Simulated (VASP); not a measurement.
# La2O3 (P-62m) in VASP: dielectric tensor with PBE

Aim: the dielectric tensor of La2O3 with PBE.

All numbers are computed with VASP 6.6.1; they aren't measurements. Logs are shortened: lines on timing, memory, paths and dates and some standing lists are left out, and cuts for length are marked.

**1. The cell of the first run**

It takes space group P-62m (No. 189, hexagonal). The conventional cell has a = 6.267 Å, b = 6.267 Å, c = 3.300 Å, α = 90.00°, β = 90.00°, γ = 120.00°. La (site symmetry -6) has 6 O at 2.45 Å within 3.2 Å. O (site symmetry m2m) has 4 La at 2.45 Å and 4 O at 3.13 Å within 3.2 Å.

**2. Dielectric tensor, PBE**

INCAR

```
ALGO = Normal
EDIFF = 1E-8
ENCUT = 520
GGA = PE
ISIF = 2
ISMEAR = 0
LASPH = True
LCHARG = False
LEPSILON = True
LREAL = False
LWAVE = False
NELM = 80
PREC = Accurate
SIGMA = 0.01
```

KPOINTS

```
k-points
0
Gamma
  4 4 8
```

POSCAR

```
La2O3
1.0
    6.2667802772      0.0000000000      0.0000000000
   -3.1333901386      5.4271909200      0.0000000000
    0.0000000000      0.0000000000      3.2997660000
La O
2 3
Direct
    0.6666666667      0.3333333333      0.5000000000
    0.3333333333      0.6666666667      0.5000000000
    0.5080139900      0.0000000000      0.0000000000
    0.0000000000      0.5080139900      0.0000000000
    0.4919860100      0.4919860100      0.0000000000
```

Potentials or basis: VASP PAW PBE potentials, release 64 (La, O).

The run is started by

```console
cat potpaw_PBE.64/La/POTCAR potpaw_PBE.64/O/POTCAR > POTCAR
mpirun -np 1 vasp_std > vasp.out
```

OUTCAR:

```text
EDIFF = 1E-8
   ENCUT = 520
   GGA = PE
   ISIF = 2
   ISMEAR = 0
   LASPH = True
   LEPSILON = True
   LREAL = False
   NELM = 80
   PREC = Accurate

 ion  position               nearest neighbor table
   1  0.667  0.333  0.500-   3 2.45   3 2.45   4 2.45   4 2.45   5 2.45   5 2.45   2 3.62   2 3.62
                             2 3.62
   2  0.333  0.667  0.500-   4 2.45   4 2.45   3 2.45   3 2.45   5 2.45   5 2.45   1 3.62   1 3.62
                             1 3.62
   3  0.508  0.000  0.000-   1 2.45   1 2.45   2 2.45   2 2.45
   4  0.000  0.508  0.000-   2 2.45   2 2.45   1 2.45   1 2.45
   5  0.492  0.492  0.000-   1 2.45   1 2.45   2 2.45   2 2.45

  LATTYP: Found a hexagonal cell.
 ALAT       =     6.2667802772
 C/A-ratio  =     0.5265488583

  Lattice vectors:

 A1 = (   6.2667802772,   0.0000000000,   0.0000000000)
 A2 = (  -3.1333901386,   5.4271909200,   0.0000000000)
 A3 = (   0.0000000000,   0.0000000000,   3.2997660000)

Analysis of symmetry for initial positions (statically):
=====================================================================
 Subroutine PRICEL returns:
 Original cell was already a primitive cell.

 Routine SETGRP: Setting up the symmetry group for a
 hexagonal supercell.

 Subroutine GETGRP returns: Found 12 space group operations
 (whereof 12 operations were pure point group operations)
 out of a pool of 24 trial point group operations.

The static configuration has the point symmetry D_3h.

Analysis of symmetry for dynamics (positions and initial velocities):
=====================================================================
 Subroutine PRICEL returns:
 Original cell was already a primitive cell.

 Routine SETGRP: Setting up the symmetry group for a
 hexagonal supercell.

 Subroutine GETGRP returns: Found 12 space group operations
 (whereof 12 operations were pure point group operations)
 out of a pool of 24 trial point group operations.

The dynamic configuration has the point symmetry D_3h.

 Subroutine INISYM returns: Found 12 space group operations
 (whereof 12 operations are pure point group operations),
 and found     1 'primitive' translations

----------------------------------------------------------------------------------------

                                     Primitive cell

  volume of cell :     112.2284

  direct lattice vectors                    reciprocal lattice vectors
     6.266780277  0.000000000  0.000000000     0.159571575  0.092128692  0.000000000
    -3.133390139  5.427190920  0.000000000     0.000000000  0.184257384  0.000000000
     0.000000000  0.000000000  3.299766000     0.000000000  0.000000000  0.303051792

  length of vectors
     6.266780277  6.266780277  3.299766000     0.184257384  0.184257384  0.303051792

  position of ions in fractional coordinates (direct lattice)
     0.666666667  0.333333333  0.500000000
     0.333333333  0.666666667  0.500000000
     0.508013990  0.000000000  0.000000000
     0.000000000  0.508013990  0.000000000
     0.491986010  0.491986010  0.000000000

  ion indices of the primitive-cell ions
   primitive index   ion index
                 1           1
                 2           2
                 3           3
                 4           4
                 5           5

----------------------------------------------------------------------------------------

 KPOINTS: k-points

Automatic generation of k-mesh.
 Grid dimensions read from file:
 generate k-points for:    4    4    8

 Generating k-lattice:

  Cartesian coordinates                     Fractional coordinates (reciprocal lattice)
     0.039892894  0.023032173  0.000000000     0.250000000  0.000000000  0.000000000
     0.000000000  0.046064346  0.000000000     0.000000000  0.250000000  0.000000000
     0.000000000  0.000000000  0.037881474     0.000000000  0.000000000  0.125000000

  Length of vectors
     0.046064346  0.046064346  0.037881474

  Shift w.r.t. Gamma in fractional coordinates (k-lattice)
     0.000000000  0.000000000  0.000000000

 Subroutine IBZKPT returns following result:
 ===========================================

 Found     20 irreducible k-points:

 Following reciprocal coordinates:
            Coordinates               Weight
  0.000000  0.000000  0.000000      1.000000
[... 33 lines left out ...]
   LSORBIT =      F    spin-orbit coupling
   LASPH  =      T    aspherical Exc in radial PAW
   ENCUT  =  520.0 eV  38.22 Ry    6.18 a.u.  11.65 11.65  6.14*2*pi/ulx,y,z
   NELM   =     80;   NELMIN=  2; NELMDL= -5     # of ELM steps
   EDIFF  = 0.1E-07   stopping-criterion for ELM
   LREAL  =      F    real-space projection
   EDIFFG = 0.1E-06   stopping-criterion for IOM
   NSW    =      0    number of steps for IOM
   IBRION =     -1    ionic relax: 0-MD 1-quasi-New 2-CG
   NFREE  =      0    steps in history (QN), initial steepest desc. (CG)
   ISIF   =      2    stress and relaxation
   ISYM   =      2    0-nonsym 1-usesym 2-fastsym
   POTIM  = 0.5000    time-step for ionic-motion
   TEBEG  =    0.0;   TEEND  =   0.0 temperature during run
   PSTRESS=    0.0 pullay stress
   NELECT =      40.0000    total number of electrons
   NUPDOWN=      -1.0000    fix difference up-down
   EMIN   =  10.00;   EMAX   =-10.00  energy-range for DOS
   EFERMI =   0.00;   METHOD = LEGACY
   ISMEAR =     0;   SIGMA  =   0.01  broadening in eV -4-tet -1-fermi 0-gaus
   EFERMI_NEDOS =   21; number of points for ismear=-14 and -15
   IALGO  =     38    algorithm
   IMIX   =      4    mixing-type and parameters
     AMIX     =   0.40;   BMIX     =  1.00
     AMIX_MAG =   1.60;   BMIX_MAG =  1.00
  volume/ion in A,a.u.               =      22.45       151.47
  Fermi-wavevector in a.u.,A,eV,Ry     =   1.160719  2.193442 18.330716  1.347270
  Thomas-Fermi vector in A             =   2.297299
   LORBIT       =      0    0 simple, 1 ext, 2 COOP (PROOUT), +10 PAW based schemes
   GGA     = PE    functional components
   LHFCALC =     F    Hartree Fock is set to
   AEXX    =    0.0000 exact exchange contribution
   IVDW    =     0    specifies the selected vdW correction
   LEPSILON=     T    determine dielectric tensor
   LRPA    =     F    only Hartree local field effects (RPA)
 non-spin polarized calculation
 Gauss-broadening in eV      SIGMA  =   0.01
  energy-cutoff  :      520.00
  volume of cell :      112.23
 maximum number of plane-waves:      3048
 NGX is ok and might be reduce to    48
   NGX = 23   NGY = 23   NGZ = 13

--------------------------------------- Ionic step        1  -------------------------------------------

 number of electron      39.9999994 magnetization

 E-fermi :   3.4536     XC(G=0):  -8.3383

 val. band max:        3.4069802956   @ k =   0.0000   0.0000   0.5000
 cond. band min:       4.9514187994   @ k =   0.0000   0.0000   0.0000
 fundamental gap:      1.5444385038
 Fermi energy:         3.4536009697

 k-point     1 :       0.0000    0.0000    0.0000
  band No.  band energies     occupation
      1     -27.1365      2.00000
      2     -26.9115      2.00000
      3     -14.0927      2.00000
      4     -14.0927      2.00000
      5     -12.4567      2.00000
      6     -10.6685      2.00000
[... 529 lines left out ...]
     23       7.8486      0.00000
     24       7.8838      0.00000

  FORCE on cell =-STRESS in cart. coord.  units (eV):
  Direction    XX          YY          ZZ          XY          YZ          ZX
  --------------------------------------------------------------------------------------
  -------------------------------------------------------------------------------------
  Total        1.8660350      1.8660350      0.2161595      0.0000000      0.0000000      0.0000000
  in kB       26.6395979     26.6395979      3.0859030      0.0000000      0.0000000      0.0000000
  external PRESSURE =      18.7883663 kB  Pullay stress =       0.0000000 kB

 VOLUME and BASIS-vectors are now :
 -----------------------------------------------------------------------------
  energy-cutoff  :      520.00
  volume of cell :      112.23
      direct lattice vectors                 reciprocal lattice vectors
     6.266780277  0.000000000  0.000000000     0.159571575  0.092128692  0.000000000
    -3.133390139  5.427190920  0.000000000     0.000000000  0.184257384  0.000000000
     0.000000000  0.000000000  3.299766000     0.000000000  0.000000000  0.303051792

 POSITION                                       TOTAL-FORCE (eV/Angst)
 -----------------------------------------------------------------------------------
      3.13339      1.80906      1.64988         0.000000     -0.000000      0.000000
     -0.00000      3.61813      1.64988         0.000000     -0.000000      0.000000
      3.18361      0.00000      0.00000        -0.047456     -0.000000      0.000000
     -1.59181      2.75709      0.00000         0.023728     -0.041098     -0.000000
      1.54158      2.67010      0.00000         0.023728      0.041098      0.000000
 -----------------------------------------------------------------------------------
    total drift:                               -0.000000     -0.000000     -0.000000

  FREE ENERGIE OF THE ION-ELECTRON SYSTEM (eV)
  ---------------------------------------------------
  free  energy   TOTEN  =       -40.7447618699 eV

  energy  without entropy=      -40.7447618699  energy(sigma->0) =      -40.74476187

 HEAD OF MICROSCOPIC STATIC DIELECTRIC TENSOR (INDEPENDENT PARTICLE, excluding Hartree and local field effects)
 ------------------------------------------------------
           3.655216    -0.000000     0.000000
          -0.000000     3.655216    -0.000000
           0.000000     0.000000     4.422104
 ------------------------------------------------------

 Free energy of the ion-electron system (eV)
  ---------------------------------------------------
  ---------------------------------------------------
  free energy    TOTEN  =        -0.80270439 eV

  energy without entropy =       -0.80270439

------------------------ aborting loop because EDIFF is reached ----------------------------------------

--------------------------------------- Ionic step        2  -------------------------------------------

------------------------ aborting loop because EDIFF is reached ----------------------------------------

--------------------------------------- Ionic step        3  -------------------------------------------

 Free energy of the ion-electron system (eV)
  ---------------------------------------------------
  ---------------------------------------------------
  free energy    TOTEN  =        -1.11633253 eV

  energy without entropy =       -1.11633253

------------------------ aborting loop because EDIFF is reached ----------------------------------------

 PIEZOELECTRIC TENSOR FIELD DIRECTION 3  (e Angst)
 -----------------------------------------------------------------------------
     0.00712  0.00000 -0.00000           (  0.00010  0.00000  0.00000)
     0.00000  0.00712  0.00000           (  0.00000  0.00010  0.00000)
     0.00000  0.00000 -0.01826           (  0.00000  0.00000 -0.00038)

 PIEZOELECTRIC TENSOR FIELD DIRECTION 3  (C/m^2)
 -----------------------------------------------------------------------------
     0.00102  0.00000 -0.00000
     0.00000  0.00102  0.00000
     0.00000  0.00000 -0.00261

 MACROSCOPIC STATIC DIELECTRIC TENSOR (including local field effects in DFT)
 ------------------------------------------------------
           3.398172     0.000000     0.000000
          -0.000000     3.398172    -0.000000
           0.000000     0.000000     4.337831
 ------------------------------------------------------

 PIEZOELECTRIC TENSOR (including local field effects)  for field in x, y, z        (e  Angst)
          XX          YY          ZZ          XY          YZ          ZX
  --------------------------------------------------------------------------------
  x     0.21262    -0.21262     0.00000    -0.00000     0.00000     0.00000
  y     0.00000     0.00000    -0.00000    -0.21262     0.00000     0.00000
  z     0.00000     0.00000     0.00000     0.00000     0.00000     0.00000

 PIEZOELECTRIC TENSOR (including local field effects)  for field in x, y, z        (C/m^2)
          XX          YY          ZZ          XY          YZ          ZX
  --------------------------------------------------------------------------------
  x     0.03035    -0.03035     0.00000    -0.00000     0.00000     0.00000
  y     0.00000     0.00000    -0.00000    -0.03035     0.00000     0.00000
  z     0.00000     0.00000     0.00000     0.00000     0.00000     0.00000

 BORN EFFECTIVE CHARGES (including local field effects) (in |e|, cummulative output)
 ---------------------------------------------------------------------------------
 ion    1
    1     3.46921     0.03414     0.00000
    2    -0.03414     3.46921     0.00000
    3     0.00000     0.00000     5.04549
 ion    2
    1     3.46921    -0.03414     0.00000
    2     0.03414     3.46921     0.00000
    3     0.00000     0.00000     5.04549
 ion    3
    1    -0.83413     0.00000     0.00000
    2     0.00000    -3.79148     0.00000
    3     0.00000    -0.00000    -3.36366
 ion    4
    1    -3.05214    -1.28057     0.00000
    2    -1.28057    -1.57347     0.00000
    3     0.00000     0.00000    -3.36366
 ion    5
    1    -3.05214     1.28057     0.00000
    2     1.28057    -1.57347     0.00000
    3     0.00000     0.00000    -3.36366
```

Wall time 42 min (1 thread of AMD EPYC 7R43 (Zen 3), shared host); peak memory 0.47 GiB.

Results:

- Band gap on the k mesh: 1.54 eV, indirect (least direct gap 2.05 eV)
- Electronic dielectric tensor (diagonal): 3.40, 3.40, 4.34
- Born charges (mean of the diagonal): La +3.99; O -2.66 e

Electronic dielectric tensor:
```
3.40 0.00 0.00
0.00 3.40 0.00
0.00 0.00 4.34
```

Born effective charge tensors (e):
atom 1, La
```
 3.47  0.03  0.00
-0.03  3.47  0.00
 0.00  0.00  5.05
```
atom 2, La
```
 3.47 -0.03  0.00
 0.03  3.47  0.00
 0.00  0.00  5.05
```
atom 3, O
```
-0.83  0.00  0.00
 0.00 -3.79  0.00
 0.00  0.00 -3.36
```
atom 4, O
```
-3.05 -1.28  0.00
-1.28 -1.57  0.00
 0.00  0.00 -3.36
```
atom 5, O
```
-3.05  1.28  0.00
 1.28 -1.57  0.00
 0.00  0.00 -3.36
```

Caveat: spin-orbit coupling is left out, which moves the levels of the heavy elements. As with any semilocal functional, this PBE gap is likely too small.
